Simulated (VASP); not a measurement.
# NiO (P4_2/mmc) in VASP: notebook

The runs below take NiO through relaxation of shape and atoms at fixed volume, single point, with PBE.

All numbers are computed with VASP 6.6.1; they aren't measurements. Logs are shortened: lines on timing, memory, paths and dates and some standing lists are left out, and cuts for length are marked.

## (1) The cell of the first run

It takes space group P4_2/mmc (No. 131, tetragonal). Conventional cell: a = 2.939 Å, b = 2.939 Å, c = 5.111 Å, α = 90.00°, β = 90.00°, γ = 90.00°. Within 2.6 Å of Ni (site symmetry mmm) lie 4 O at 1.95 Å. O (site symmetry -4m2) has 4 Ni at 1.95 Å and 2 O at 2.56 Å within 2.6 Å.

## (2) Relaxation of shape and atoms at fixed volume, PBE (volume scaled by 1.10)

INCAR reads:

```
SYSTEM = NiO
PREC     = Accurate       ! precision mode
ENCUT    = 600            ! plane-wave cutoff, eV
EDIFF    = 1E-6           ! SCF threshold, eV
ISMEAR   = 0              ! smearing method
SIGMA    = 0.1            ! smearing width, eV
LREAL    = .FALSE.        ! projectors in reciprocal space
LASPH    = .TRUE.         ! aspherical terms in the spheres
NELM     = 60             ! most SCF steps
ALGO     = Normal         ! electronic algorithm
ISIF     = 4              ! what is computed and relaxed
LWAVE    = .FALSE.        ! write WAVECAR
LCHARG   = .FALSE.        ! write CHGCAR
GGA      = PE             ! functional
IBRION   = 2              ! ionic algorithm
NSW      = 50             ! ionic steps
EDIFFG   = -0.01          ! ionic threshold
```

KPOINTS reads:

```
Automatic mesh
0
G
  16 16 10
  0 0 0
```

POSCAR reads:

```
NiO
1.0
    2.9387919373      0.0000000000      0.0000000000
    0.0000000000      2.9387919373      0.0000000000
    0.0000000000      0.0000000000      5.1110737442
Ni O
2 2
Direct
    0.0000000000      0.5000000000      0.5000000000
    0.5000000000      0.0000000000      0.0000000000
    0.0000000000      0.0000000000      0.2500000000
    0.0000000000      0.0000000000      0.7500000000
```

Potentials or basis: VASP PAW PBE potentials, release 64 (Ni, O).

The run is started by

```
> cat potpaw_PBE.64/Ni/POTCAR potpaw_PBE.64/O/POTCAR > POTCAR
> mpirun -np 1 vasp_std > vasp.out
```

OUTCAR:

```text
SYSTEM = NiO
   PREC = Accurate
   ENCUT = 600
   EDIFF = 1E-6
   ISMEAR = 0
   LREAL = .FALSE.
   LASPH = .TRUE.
   NELM = 60
   ISIF = 4
   GGA = PE
   IBRION = 2
   NSW = 50
   EDIFFG = -0.01

 ion  position               nearest neighbor table
   1  0.000  0.500  0.500-   3 1.95   4 1.95   3 1.95   4 1.95
   2  0.500  0.000  0.000-   3 1.95   4 1.95   3 1.95   4 1.95
   3  0.000  0.000  0.250-   1 1.95   2 1.95   1 1.95   2 1.95
   4  0.000  0.000  0.750-   1 1.95   2 1.95   1 1.95   2 1.95

  LATTYP: Found a simple tetragonal cell.
 ALAT       =     2.9387919373
 C/A-ratio  =     1.7391750941

  Lattice vectors:

 A1 = (   2.9387919373,   0.0000000000,   0.0000000000)
 A2 = (   0.0000000000,   2.9387919373,   0.0000000000)
 A3 = (   0.0000000000,   0.0000000000,   5.1110737442)

Analysis of symmetry for initial positions (statically):
=====================================================================
 Subroutine PRICEL returns:
 Original cell was already a primitive cell.

 Routine SETGRP: Setting up the symmetry group for a
 simple tetragonal supercell.

 Subroutine GETGRP returns: Found 16 space group operations
 (whereof  8 operations were pure point group operations)
 out of a pool of 16 trial point group operations.

The static configuration has the point symmetry D_2h.
 The point group associated with its full space group is D_4h.

Analysis of symmetry for dynamics (positions and initial velocities):
=====================================================================
 Subroutine PRICEL returns:
 Original cell was already a primitive cell.

 Routine SETGRP: Setting up the symmetry group for a
 simple tetragonal supercell.

 Subroutine GETGRP returns: Found 16 space group operations
 (whereof  8 operations were pure point group operations)
 out of a pool of 16 trial point group operations.

The dynamic configuration has the point symmetry D_2h.
 The point group associated with its full space group is D_4h.

 Subroutine INISYM returns: Found 16 space group operations
 (whereof  8 operations are pure point group operations),
 and found     1 'primitive' translations

----------------------------------------------------------------------------------------

                                     Primitive cell

  volume of cell :      44.1418

  direct lattice vectors                    reciprocal lattice vectors
     2.938791937  0.000000000  0.000000000     0.340275876  0.000000000  0.000000000
     0.000000000  2.938791937  0.000000000     0.000000000  0.340275876  0.000000000
     0.000000000  0.000000000  5.111073744     0.000000000  0.000000000  0.195653604

  length of vectors
     2.938791937  2.938791937  5.111073744     0.340275876  0.340275876  0.195653604

  position of ions in fractional coordinates (direct lattice)
     0.000000000  0.500000000  0.500000000
     0.500000000  0.000000000  0.000000000
     0.000000000  0.000000000  0.250000000
     0.000000000  0.000000000  0.750000000

  ion indices of the primitive-cell ions
   primitive index   ion index
                 1           1
                 2           2
                 3           3
                 4           4

----------------------------------------------------------------------------------------

 KPOINTS: Automatic mesh

Automatic generation of k-mesh.
 Grid dimensions read from file:
 generate k-points for:   16   16   10

 Generating k-lattice:

  Cartesian coordinates                     Fractional coordinates (reciprocal lattice)
     0.021267242  0.000000000  0.000000000     0.062500000  0.000000000  0.000000000
     0.000000000  0.021267242  0.000000000     0.000000000  0.062500000  0.000000000
     0.000000000  0.000000000  0.019565360     0.000000000  0.000000000  0.100000000

  Length of vectors
     0.021267242  0.021267242  0.019565360

  Shift w.r.t. Gamma in fractional coordinates (k-lattice)
     0.000000000  0.000000000  0.000000000

 Subroutine IBZKPT returns following result:
 ===========================================

 Found    270 irreducible k-points:

 Following reciprocal coordinates:
            Coordinates               Weight
  0.000000  0.000000  0.000000      1.000000
  0.062500  0.000000  0.000000      4.000000
  0.125000  0.000000  0.000000      4.000000
  0.187500  0.000000  0.000000      4.000000
  0.250000  0.000000  0.000000      4.000000
  0.312500  0.000000  0.000000      4.000000
[... 16 lines left out ...]
  0.437500  0.125000  0.000000      8.000000
  0.500000  0.125000  0.000000      4.000000
 [... further k-points ...]
   k-points           NKPTS =    270   k-points in BZ     NKDIM =    270   number of bands    NBANDS=     20
   number of dos      NEDOS =    301   number of ions     NIONS =      4
   total plane-waves  NPLWV =  24192
   dimension x,y,z NGX =    24 NGY =   24 NGZ =   42
   dimension x,y,z NGXF=    48 NGYF=   48 NGZF=   84
   ions per type =               2   2
   NGX,Y,Z   is equivalent  to a cutoff of  13.58, 13.58, 13.66 a.u.
   NGXF,Y,Z  is equivalent  to a cutoff of  27.15, 27.15, 27.32 a.u.
 SYSTEM =  NiO
   PREC   = accura    normal or accurate (medium, high low for compatibility)
   ISTART =      0    job   : 0-new  1-cont  2-samecut
   ICHARG =      2    charge: 1-file 2-atom 10-const
   ISPIN  =      1    spin polarized calculation?
   LNONCOLLINEAR =      F non collinear calculations
   LSORBIT =      F    spin-orbit coupling
   LASPH  =      T    aspherical Exc in radial PAW
   ENCUT  =  600.0 eV  44.10 Ry    6.64 a.u.   5.87  5.87 10.21*2*pi/ulx,y,z
   NELM   =     60;   NELMIN=  2; NELMDL= -5     # of ELM steps
   EDIFF  = 0.1E-05   stopping-criterion for ELM
   LREAL  =      F    real-space projection
   EDIFFG = -.1E-01   stopping-criterion for IOM
   NSW    =     50    number of steps for IOM
   IBRION =      2    ionic relax: 0-MD 1-quasi-New 2-CG
   NFREE  =      1    steps in history (QN), initial steepest desc. (CG)
   ISIF   =      4    stress and relaxation
   ISYM   =      2    0-nonsym 1-usesym 2-fastsym
   POTIM  = 0.5000    time-step for ionic-motion
   TEBEG  =    0.0;   TEEND  =   0.0 temperature during run
   PSTRESS=    0.0 pullay stress
   NELECT =      32.0000    total number of electrons
   NUPDOWN=      -1.0000    fix difference up-down
   EMIN   =  10.00;   EMAX   =-10.00  energy-range for DOS
   EFERMI =   0.00;   METHOD = LEGACY
   ISMEAR =     0;   SIGMA  =   0.10  broadening in eV -4-tet -1-fermi 0-gaus
   EFERMI_NEDOS =   21; number of points for ismear=-14 and -15
   IALGO  =     38    algorithm
   IMIX   =      4    mixing-type and parameters
     AMIX     =   0.40;   BMIX     =  1.00
     AMIX_MAG =   1.60;   BMIX_MAG =  1.00
  volume/ion in A,a.u.               =      11.04        74.47
  Fermi-wavevector in a.u.,A,eV,Ry     =   1.470646  2.779118 29.426685  2.162800
  Thomas-Fermi vector in A             =   2.585878
   LORBIT       =      0    0 simple, 1 ext, 2 COOP (PROOUT), +10 PAW based schemes
   GGA     = PE    functional components
   LHFCALC =     F    Hartree Fock is set to
   AEXX    =    0.0000 exact exchange contribution
   IVDW    =     0    specifies the selected vdW correction
   LEPSILON=     F    determine dielectric tensor
   LRPA    =     F    only Hartree local field effects (RPA)
 conjugate gradient relaxation of ions
 non-spin polarized calculation
 Gauss-broadening in eV      SIGMA  =   0.10
  energy-cutoff  :      600.00
  volume of cell :       44.14
 maximum number of plane-waves:      1497
 NGX is ok and might be reduce to    24
   NGX = 11   NGY = 11   NGZ = 21

--------------------------------------- Ionic step        1  -------------------------------------------

 number of electron      31.9999981 magnetization

 Free energy of the ion-electron system (eV)
  ---------------------------------------------------
  ext. energy  EPLUGINS =         0.00000000
  ---------------------------------------------------
  free energy    TOTEN  =       -24.09875708 eV

  energy without entropy =      -24.08658691  energy(sigma->0) =      -24.09267199

------------------------ aborting loop because EDIFF is reached ----------------------------------------

  FORCE on cell =-STRESS in cart. coord.  units (eV):
  Direction    XX          YY          ZZ          XY          YZ          ZX
  --------------------------------------------------------------------------------------
  -------------------------------------------------------------------------------------
  Total       -3.6901579     -3.6901579     -4.1435194      0.0000000      0.0000000      0.0000000
  in kB     -133.9385857   -133.9385857   -150.3938683      0.0000000      0.0000000      0.0000000
  external PRESSURE =    -139.4236799 kB  Pullay stress =       0.0000000 kB

 VOLUME and BASIS-vectors are now :
 -----------------------------------------------------------------------------
  energy-cutoff  :      600.00
  volume of cell :       44.14
      direct lattice vectors                 reciprocal lattice vectors
     2.938791937  0.000000000  0.000000000     0.340275876  0.000000000  0.000000000
     0.000000000  2.938791937  0.000000000     0.000000000  0.340275876  0.000000000
     0.000000000  0.000000000  5.111073744     0.000000000  0.000000000  0.195653604
[... 39 lines left out ...]
 POSITION                                       TOTAL-FORCE (eV/Angst)
 -----------------------------------------------------------------------------------
      0.00000      1.47208      2.54623         0.000000      0.000000      0.000000
      1.47208     -0.00000      5.09246        -0.000000      0.000000      0.000000
      0.00000      0.00000      1.27311        -0.000000      0.000000      0.000000
      0.00000      0.00000      3.81934        -0.000000      0.000000      0.000000
 -----------------------------------------------------------------------------------
    total drift:                                0.000000      0.000000      0.000000

  FREE ENERGIE OF THE ION-ELECTRON SYSTEM (eV)
  ---------------------------------------------------
  free  energy   TOTEN  =       -24.0999022701 eV

  energy  without entropy=      -24.0878539603  energy(sigma->0) =      -24.09387812

--------------------------------------- Ionic step        3  -------------------------------------------

 number of electron      31.9999981 magnetization

 Free energy of the ion-electron system (eV)
  ---------------------------------------------------
  ext. energy  EPLUGINS =         0.00000000
  ---------------------------------------------------
  free energy    TOTEN  =       -24.10010490 eV

  energy without entropy =      -24.08813073  energy(sigma->0) =      -24.09411781

 E-fermi :   5.3560     XC(G=0): -11.3810

 val. band max:        5.3553347824   @ k =   0.5000   0.3750   0.4000
 cond. band min:       5.3584437563   @ k =   0.5000   0.4375   0.5000
 fundamental gap:      0.0031089738
 Fermi energy:         5.3560361426

 k-point     1 :       0.0000    0.0000    0.0000
  band No.  band energies     occupation
      1     -14.6298      2.00000
      2     -13.2855      2.00000
      3      -2.7007      2.00000
      4       0.0362      2.00000
      5       0.0362      2.00000
      6       1.7098      2.00000
[... 12 lines left out ...]
     19       7.7068      0.00000
     20      11.7638      0.00000
[... 507 lines left out ...]
 k-point    24 :       0.5000    0.1250    0.0000
  band No.  band energies     occupation
      1     -13.9981      2.00000
      2     -13.1632      2.00000
      3      -1.5672      2.00000
      4      -1.5164      2.00000
      5       0.0258      2.00000
      6       0.2311      2.00000
[... 12 lines left out ...]
     19       9.9724      0.00000
     20      11.6388      0.00000

 [... further k-points ...]
[... 5 lines left out ...]
  --------------------------------------------------------------------------------------
  -------------------------------------------------------------------------------------
  Total       -3.7568857     -3.7568857     -3.7590732      0.0000000      0.0000000      0.0000000
  in kB     -136.3605486   -136.3605486   -136.4399460      0.0000000      0.0000000      0.0000000
  external PRESSURE =    -136.3870144 kB  Pullay stress =       0.0000000 kB

 VOLUME and BASIS-vectors are now :
 -----------------------------------------------------------------------------
  energy-cutoff  :      600.00
  volume of cell :       44.14
      direct lattice vectors                 reciprocal lattice vectors
     2.947492373 -0.000000000  0.000000000     0.339271446 -0.000000000  0.000000000
     0.000000000  2.947492373  0.000000000     0.000000000  0.339271446  0.000000000
     0.000000000  0.000000000  5.080944446     0.000000000  0.000000000  0.196813803

 POSITION                                       TOTAL-FORCE (eV/Angst)
 -----------------------------------------------------------------------------------
      0.00000      1.47375      2.54047         0.000000      0.000000      0.000000
      1.47375     -0.00000      0.00000         0.000000      0.000000      0.000000
      0.00000      0.00000      1.27024         0.000000     -0.000000      0.000000
      0.00000      0.00000      3.81071        -0.000000      0.000000     -0.000000
 -----------------------------------------------------------------------------------
    total drift:                                0.000000      0.000000     -0.000000

  FREE ENERGIE OF THE ION-ELECTRON SYSTEM (eV)
  ---------------------------------------------------
  free  energy   TOTEN  =       -24.1001048954 eV

  energy  without entropy=      -24.0881307332  energy(sigma->0) =      -24.09411781

 reached required accuracy - stopping structural energy minimisation
```

Run time: 11 min. Hardware: 1 thread of AMD EPYC 7R13, shared host; peak memory 0.34 GiB.

Results:

* Free energy: -24.1001 eV
* Energy gained by relaxing: 0.3 meV/atom
* Ionic steps: 3
* Pressure after relaxing: -13.6 GPa
* Band gap on the k mesh: zero (band 16 reaches 5.54 eV, above the bottom of band 17 at 5.19 eV)

The path:
| step | energy change (eV) | largest force (eV/Å) | pressure (GPa) | volume (Å³) |
| --- | --- | --- | --- | --- |
| 1 | 0.0000 | 0.0000 | -13.94 | 44.14 |
| 2 | -0.0011 | 0.0000 | -13.76 | 44.14 |
| 3 | -0.0013 | 0.0000 | -13.64 | 44.14 |

Final structure:
```yaml
crystal:
  lattice:
    - [2.94749, 0.00000, 0.00000]
    - [0.00000, 2.94749, 0.00000]
    - [0.00000, 0.00000, 5.08094]
  atoms:
    - { symbol: Ni, position: [0.00000, 0.50000, 0.50000] }
    - { symbol: Ni, position: [0.50000, 0.00000, 0.00000] }
    - { symbol: O, position: [0.00000, 0.00000, 0.25000] }
    - { symbol: O, position: [0.00000, 0.00000, 0.75000] }
```

Levels at points of the mesh, in eV from the Fermi level:
```
           k point  band 12  band 13  band 14  band 15  band 16  band 17  band 18  band 19  band 20
(0.00, 0.00, 0.00)    -1.08    -1.08    -1.03    -0.91    -0.84     1.42     1.42     2.35     6.41
(0.50, 0.00, 0.00)    -1.30    -1.06    -0.70    -0.49    -0.12     0.86     1.12     4.47     6.51
(0.50, 0.50, 0.00)    -1.31    -1.31    -1.00    -0.56     0.19     0.19     1.71     2.61     8.07
(0.00, 0.00, 0.50)    -1.38    -0.97    -0.97    -0.46    -0.46     0.81     0.81     4.18     4.18
(0.50, 0.00, 0.50)    -1.35    -1.35    -0.96    -0.77    -0.36     0.75     1.45     4.75     6.67
(0.50, 0.50, 0.50)    -1.35    -0.80    -0.80     0.01     0.01     0.31     0.31     4.69     4.69
```

Caveat: the cell differs from its parent crystal (volume scaled by 1.10); the run has no spin polarisation, though such a crystal can be magnetic; semilocal functionals often make such compounds metallic where correlation or magnetic order opens a gap, which also shifts bond lengths. Spin polarisation is off, so any magnetic state and its effect on volume and gap are missing.

## (3) Single point, PBE (volume scaled by 0.88, then relaxed in part)

INCAR reads:

```
ALGO = Normal ; EDIFF = 1E-7
ENCUT = 520 ; GGA = PE
ISIF = 2 ; ISMEAR = 0
LASPH = T ; LCHARG = F
LREAL = F ; LWAVE = F
NBANDS = 24 ; NELM = 80
PREC = Accurate ; SIGMA = 0.1
```

KPOINTS reads:

```
k-points
0
Gamma
  16 16 10
```

POSCAR reads:

```
NiO
1.0
    2.6674197000      0.0000000000      0.0000000000
    0.0000000000      2.6674197000      0.0000000000
    0.0000000000      0.0000000000      4.9631466165
Ni O
2 2
Direct
    0.0000000000      0.5000000000      0.5000000000
    0.5000000000      0.0000000000      0.0000000000
    0.0000000000      0.0000000000      0.2500000000
    0.0000000000      0.0000000000      0.7500000000
```

Potentials or basis: VASP PAW PBE potentials, release 64 (Ni, O).

The run is started by

```
> cat potpaw_PBE.64/Ni/POTCAR potpaw_PBE.64/O/POTCAR > POTCAR
> mpirun -np 1 vasp_std > vasp.out
```

Wall time 81 s (1 thread of Intel Xeon 6975P-C (Granite Rapids), shared host); peak memory 0.29 GiB.

It converged, with:

| Quantity | Value |
| --- | --- |
| Free energy | -23.8486 eV |
| Pressure | 30.5 GPa |
| Band gap on the k mesh | zero (band 16 reaches 8.71 eV, above the bottom of band 17 at 8.30 eV) |

Stress tensor (GPa, compression positive):
```
30.23  0.00  0.00
 0.00 30.23  0.00
 0.00  0.00 31.18
```

Levels at points of the mesh, in eV from the Fermi level:
```tsv
k point	band 13	band 14	band 15	band 16	band 17	band 18	band 19	band 20
(0.00, 0.00, 0.00)	-1.63	-1.54	-1.43	-1.30	1.64	1.64	3.29	6.98
(0.50, 0.00, 0.00)	-1.57	-1.15	-0.79	-0.19	1.20	1.21	3.86	7.76
(0.50, 0.50, 0.00)	-1.56	-1.56	-0.46	0.24	0.24	2.31	2.33	8.29
(0.00, 0.00, 0.50)	-1.36	-1.36	-0.66	-0.66	0.82	0.82	5.15	5.15
(0.50, 0.00, 0.50)	-1.77	-1.47	-1.17	-0.43	1.23	1.68	4.60	7.79
(0.50, 0.50, 0.50)	-1.46	-1.46	-0.02	-0.02	0.69	0.69	4.68	4.68
```

Caveat: the cell differs from its parent crystal (volume scaled by 0.88, then relaxed in part); the run has no spin polarisation, though such a crystal can be magnetic; semilocal functionals often make such compounds metallic where correlation or magnetic order opens a gap, which also shifts bond lengths. Spin polarisation is off, so any magnetic state and its effect on volume and gap are missing.

(Part 1 of 2 ends here.)
